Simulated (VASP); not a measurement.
# SiO2 (P6_422) in VASP: further runs, part 2 of 2

VASP 6.6.1. The steps go on from the part before.

## (4) Single point, PBE (strain -0.030 along x and y, +0.000 along z)

File INCAR:

```
  PREC = Accurate
  ENCUT = 520
  EDIFF = 1E-7
  ISMEAR = 0
  SIGMA = 0.05
  LREAL = F
  LASPH = T
  NELM = 80
  ALGO = Normal
  ISIF = 2
  LWAVE = F
  LCHARG = T
  GGA = PE
  LELF = T
  LVHAR = T
  NBANDS = 34
```

File KPOINTS:

```
Automatic mesh
0
Gamma
  6 6 4
```

File POSCAR:

```
SiO2
1.0
    4.9522165930      0.0000000000      0.0000000000
   -2.4761082965      4.2887453746      0.0000000000
    0.0000000000      0.0000000000      5.5850467960
Si O
3 6
Direct
    0.0000000000      0.5000000000      0.3333333333
    0.5000000000      0.5000000000      0.6666666667
    0.5000000000      0.0000000000      0.0000000000
    0.5839605948      0.7919802974      0.8333333333
    0.7919802974      0.5839605948      0.5000000000
    0.7919802974      0.2080197026      0.1666666667
    0.4160394052      0.2080197026      0.8333333333
    0.2080197026      0.4160394052      0.5000000000
    0.2080197026      0.7919802974      0.1666666667
```

Potentials or basis: VASP PAW PBE potentials, release 64 (Si, O).

Started as:

```
> cat potpaw_PBE.64/Si/POTCAR potpaw_PBE.64/O/POTCAR > POTCAR
> mpirun -np 1 vasp_std > vasp.out
```

OUTCAR:

```text
PREC = Accurate
   ENCUT = 520
   EDIFF = 1E-7
   ISMEAR = 0
   LREAL = F
   LASPH = T
   NELM = 80
   ISIF = 2
   GGA = PE

 ion  position               nearest neighbor table
   1  0.000  0.500  0.333-   6 1.59   9 1.59   8 1.59   5 1.59   3 3.10   3 3.10   2 3.10   2 3.10

   2  0.500  0.500  0.667-   4 1.59   7 1.59   5 1.59   8 1.59   3 3.10   3 3.10   1 3.10   1 3.10

   3  0.500  0.000  0.000-   4 1.59   7 1.59   6 1.59   9 1.59   1 3.10   2 3.10   2 3.10   1 3.10

   4  0.584  0.792  0.833-   2 1.59   3 1.59
   5  0.792  0.584  0.500-   1 1.59   2 1.59
   6  0.792  0.208  0.167-   1 1.59   3 1.59
   7  0.416  0.208  0.833-   2 1.59   3 1.59
   8  0.208  0.416  0.500-   1 1.59   2 1.59
   9  0.208  0.792  0.167-   1 1.59   3 1.59

  LATTYP: Found a hexagonal cell.
 ALAT       =     4.9522165930
 C/A-ratio  =     1.1277872628

  Lattice vectors:

 A1 = (   4.9522165930,   0.0000000000,   0.0000000000)
[... 194 lines left out ...]
 fundamental gap:      5.8630878161
 Fermi energy:         1.0772226972

 k-point     1 :       0.0000    0.0000    0.0000
  band No.  band energies     occupation
      1     -18.8219      2.00000
      2     -17.3370      2.00000
      3     -17.3370      2.00000
      4     -16.6334      2.00000
      5     -16.5927      2.00000
      6     -16.5927      2.00000
[... 766 lines left out ...]
     33      12.5227      0.00000
     34      12.5272      0.00000

------------------------ aborting loop because EDIFF is reached ----------------------------------------

  FORCE on cell =-STRESS in cart. coord.  units (eV):
  Direction    XX          YY          ZZ          XY          YZ          ZX
  --------------------------------------------------------------------------------------
  -------------------------------------------------------------------------------------
  Total        9.3069520      9.3069520      8.0236164     -0.0000000      0.0000000      0.0000000
  in kB      125.7075453    125.7075453    108.3737318     -0.0000000      0.0000000      0.0000000
  external PRESSURE =     119.9296075 kB  Pullay stress =       0.0000000 kB

 VOLUME and BASIS-vectors are now :
 -----------------------------------------------------------------------------
  energy-cutoff  :      520.00
  volume of cell :      118.62
      direct lattice vectors                 reciprocal lattice vectors
     4.952216593  0.000000000  0.000000000     0.201929779  0.116584212  0.000000000
    -2.476108297  4.288745375  0.000000000     0.000000000  0.233168424  0.000000000
     0.000000000  0.000000000  5.585046796     0.000000000  0.000000000  0.179049529

 POSITION                                       TOTAL-FORCE (eV/Angst)
 -----------------------------------------------------------------------------------
     -1.23805      2.14437      1.86168        -0.000000     -0.000000     -0.000000
      1.23805      2.14437      3.72336        -0.000000     -0.000000      0.000000
      2.47611      0.00000      0.00000        -0.000000     -0.000000     -0.000000
      0.93087      3.39660      4.65421         0.439816      0.253928      0.000000
      2.47611      2.50446      2.79252        -0.000000      0.507856     -0.000000
      3.40698      0.89214      0.93084         0.439816     -0.253928     -0.000000
      1.54524      0.89214      4.65421        -0.439816     -0.253928     -0.000000
     -0.00000      1.78429      2.79252        -0.000000     -0.507856     -0.000000
     -0.93087      3.39660      0.93084        -0.439816      0.253928     -0.000000
 -----------------------------------------------------------------------------------
    total drift:                                0.000000     -0.000000     -0.000001

  FREE ENERGIE OF THE ION-ELECTRON SYSTEM (eV)
  ---------------------------------------------------
  free  energy   TOTEN  =       -70.8345130739 eV

  energy  without entropy=      -70.8345130739  energy(sigma->0) =      -70.83451307
```

stdout:

```text
POSCAR found type information on POSCAR SiO
 POSCAR found :  2 types and       9 ions
 scaLAPACK will be used
 LDA part: xc-table for (Slater+PW92), standard interpolation
 POSCAR, INCAR and KPOINTS ok, starting setup
 FFT: planning ... GRIDC
 FFT: planning ... GRID_SOFT
 FFT: planning ... GRID
 WAVECAR not read
 entering main loop
```

Wall time 3.3 min (1 thread of AMD EPYC 7R13, shared host); peak memory 0.23 GiB.

Results:

* Free energy: -70.8345 eV
* Pressure: 12.0 GPa
* Largest force: 0.508 eV/Å
* Band gap on the k mesh: 5.86 eV, indirect (least direct gap 6.01 eV)

Forces on the atoms (eV/Å):
```
Si   0.000  0.000  0.000
Si   0.000  0.000  0.000
Si   0.000  0.000  0.000
O    0.440  0.254  0.000
O    0.000  0.508  0.000
O    0.440 -0.254  0.000
O   -0.440 -0.254  0.000
O    0.000 -0.508  0.000
O   -0.440  0.254  0.000
```

Stress tensor (GPa, compression positive):
```
12.57  0.00  0.00
 0.00 12.57  0.00
 0.00  0.00 10.84
```

Levels at points of the mesh, in eV from the valence-band top:
| k point | band 21 | band 22 | band 23 | band 24 | band 25 | band 26 | band 27 | band 28 |
| --- | --- | --- | --- | --- | --- | --- | --- | --- |
| (0.00, 0.00, 0.00) | -1.09 | -0.51 | -0.51 | -0.14 | 5.86 | 9.10 | 9.10 | 9.41 |
| (0.50, 0.00, 0.00) | -1.21 | -1.09 | -0.42 | -0.03 | 7.96 | 8.82 | 9.80 | 9.88 |
| (0.00, 0.00, 0.50) | -1.16 | -0.37 | 0.00 | 0.00 | 7.68 | 7.68 | 8.48 | 9.87 |
| (0.50, 0.00, 0.50) | -0.99 | -0.81 | -0.78 | -0.34 | 9.05 | 9.33 | 9.35 | 9.51 |

Caveat: the cell differs from its parent crystal (strain -0.030 along x and y, +0.000 along z). A k mesh can miss the band edges.

## (5) Single point, PBE (strain -0.015 along x and y, -0.030 along z)

File INCAR:

```
PREC = Accurate ; ENCUT = 520
EDIFF = 1E-7 ; ISMEAR = 0
SIGMA = 0.05 ; LREAL = F
LASPH = T ; NELM = 80
ALGO = Normal ; ISIF = 2
LWAVE = F ; LCHARG = T
GGA = PE ; LELF = T
LVHAR = T ; NBANDS = 34
```

File KPOINTS:

```
regular mesh
0
Gamma
  6 6 4
```

Changes to POSCAR since step 4:

```diff
@@ -2,5 +2,5 @@
 1.0
-    4.9522165930      0.0000000000      0.0000000000
-   -2.4761082965      4.2887453746      0.0000000000
-    0.0000000000      0.0000000000      5.5850467960
+    5.0287972619      0.0000000000      0.0000000000
+   -2.5143986310      4.3550661793      0.0000000000
+    0.0000000000      0.0000000000      5.4174953921
 Si O
```

Potentials or basis: VASP PAW PBE potentials, release 64 (Si, O).

Started as:

```
> cat potpaw_PBE.64/Si/POTCAR potpaw_PBE.64/O/POTCAR > POTCAR
> mpirun -np 1 vasp_std > vasp.out
```

OUTCAR:

```text
PREC = Accurate
   ENCUT = 520
   EDIFF = 1E-7
   ISMEAR = 0
   LREAL = F
   LASPH = T
   NELM = 80
   ISIF = 2
   GGA = PE

 ion  position               nearest neighbor table
   1  0.000  0.500  0.333-   6 1.59   9 1.59   8 1.59   5 1.59   3 3.10   3 3.10   2 3.10   2 3.10

   2  0.500  0.500  0.667-   4 1.59   7 1.59   5 1.59   8 1.59   3 3.10   3 3.10   1 3.10   1 3.10

   3  0.500  0.000  0.000-   6 1.59   9 1.59   7 1.59   4 1.59   1 3.10   1 3.10   2 3.10   2 3.10

   4  0.584  0.792  0.833-   2 1.59   3 1.59
   5  0.792  0.584  0.500-   2 1.59   1 1.59
   6  0.792  0.208  0.167-   1 1.59   3 1.59
   7  0.416  0.208  0.833-   2 1.59   3 1.59
   8  0.208  0.416  0.500-   2 1.59   1 1.59
   9  0.208  0.792  0.167-   1 1.59   3 1.59

  LATTYP: Found a hexagonal cell.
 ALAT       =     5.0287972619
 C/A-ratio  =     1.0772944523

  Lattice vectors:

 A1 = (   5.0287972619,   0.0000000000,   0.0000000000)
[... 194 lines left out ...]
 fundamental gap:      5.9022036831
 Fermi energy:         1.0710975560

 k-point     1 :       0.0000    0.0000    0.0000
  band No.  band energies     occupation
      1     -18.8340      2.00000
      2     -17.2890      2.00000
      3     -17.2890      2.00000
      4     -16.6978      2.00000
      5     -16.6499      2.00000
      6     -16.6499      2.00000
[... 766 lines left out ...]
     33      12.4369      0.00000
     34      12.4521      0.00000

------------------------ aborting loop because EDIFF is reached ----------------------------------------

  FORCE on cell =-STRESS in cart. coord.  units (eV):
  Direction    XX          YY          ZZ          XY          YZ          ZX
  --------------------------------------------------------------------------------------
  -------------------------------------------------------------------------------------
  Total        8.6766000      8.6766000      9.3985327     -0.0000000     -0.0000000     -0.0000000
  in kB      117.1663020    117.1663020    126.9150730     -0.0000000     -0.0000000     -0.0000000
  external PRESSURE =     120.4158924 kB  Pullay stress =       0.0000000 kB

 VOLUME and BASIS-vectors are now :
 -----------------------------------------------------------------------------
  energy-cutoff  :      520.00
  volume of cell :      118.65
      direct lattice vectors                 reciprocal lattice vectors
     5.028797262  0.000000000  0.000000000     0.198854706  0.114808818  0.000000000
    -2.514398631  4.355066179  0.000000000     0.000000000  0.229617636  0.000000000
     0.000000000  0.000000000  5.417495392     0.000000000  0.000000000  0.184587144

 POSITION                                       TOTAL-FORCE (eV/Angst)
 -----------------------------------------------------------------------------------
     -1.25720      2.17753      1.80583        -0.000000      0.000000     -0.000000
      1.25720      2.17753      3.61166         0.000000      0.000000     -0.000000
      2.51440      0.00000      0.00000         0.000000      0.000000     -0.000000
      0.94527      3.44913      4.51458         0.396589      0.228971     -0.000000
      2.51440      2.54319      2.70875        -0.000000      0.457941     -0.000000
      3.45966      0.90594      0.90292         0.396589     -0.228971     -0.000000
      1.56913      0.90594      4.51458        -0.396589     -0.228971      0.000000
     -0.00000      1.81188      2.70875         0.000000     -0.457941     -0.000000
     -0.94527      3.44913      0.90292        -0.396589      0.228971      0.000000
 -----------------------------------------------------------------------------------
    total drift:                                0.000000     -0.000000     -0.000001

  FREE ENERGIE OF THE ION-ELECTRON SYSTEM (eV)
  ---------------------------------------------------
  free  energy   TOTEN  =       -70.8443694125 eV

  energy  without entropy=      -70.8443694125  energy(sigma->0) =      -70.84436941
```

stdout:

```text
POSCAR found type information on POSCAR SiO
 POSCAR found :  2 types and       9 ions
 scaLAPACK will be used
 LDA part: xc-table for (Slater+PW92), standard interpolation
 POSCAR, INCAR and KPOINTS ok, starting setup
 FFT: planning ... GRIDC
 FFT: planning ... GRID_SOFT
 FFT: planning ... GRID
 WAVECAR not read
 entering main loop
```

It took 2.9 min on 1 thread of AMD EPYC 7R13, shared host; peak memory 0.22 GiB.

Results:

* Free energy: -70.8444 eV
* Pressure: 12.0 GPa
* Largest force: 0.458 eV/Å
* Band gap on the k mesh: 5.90 eV, indirect (least direct gap 6.14 eV)

Forces in eV/Å, atoms in the order of the input:
```
Si   0.000  0.000  0.000
Si   0.000  0.000  0.000
Si   0.000  0.000  0.000
O    0.397  0.229  0.000
O    0.000  0.458  0.000
O    0.397 -0.229  0.000
O   -0.397 -0.229  0.000
O    0.000 -0.458  0.000
O   -0.397  0.229  0.000
```

Caveat: the cell differs from its parent crystal (strain -0.015 along x and y, -0.030 along z).

## (6) Overview

```tsv
cell	gap on the mesh (eV)	pressure (GPa)	largest force (eV/Å)
a = 4.952, b = 4.952, c = 5.417 Å, angles 90.0, 90.0, 120.0°, 9 atoms	6.05	19.2	0.76
a = 4.952, b = 4.952, c = 5.501 Å, angles 90.0, 90.0, 120.0°, 9 atoms	5.96	15.5	0.63
a = 4.952, b = 4.952, c = 5.585 Å, angles 90.0, 90.0, 120.0°, 9 atoms	5.86	12.0	0.51
a = 5.029, b = 5.029, c = 5.417 Å, angles 90.0, 90.0, 120.0°, 9 atoms	5.90	12.0	0.46
```

Alike in all rows: task single point; level PBE; potentials or basis VASP PAW PBE potentials, release 64 (Si, O); no spin polarisation; k mesh 6 × 6 × 4; cutoff (eV) 520; smearing gaussian 0.05 eV.

Absolute energies hang on the potentials; compare differences alone.
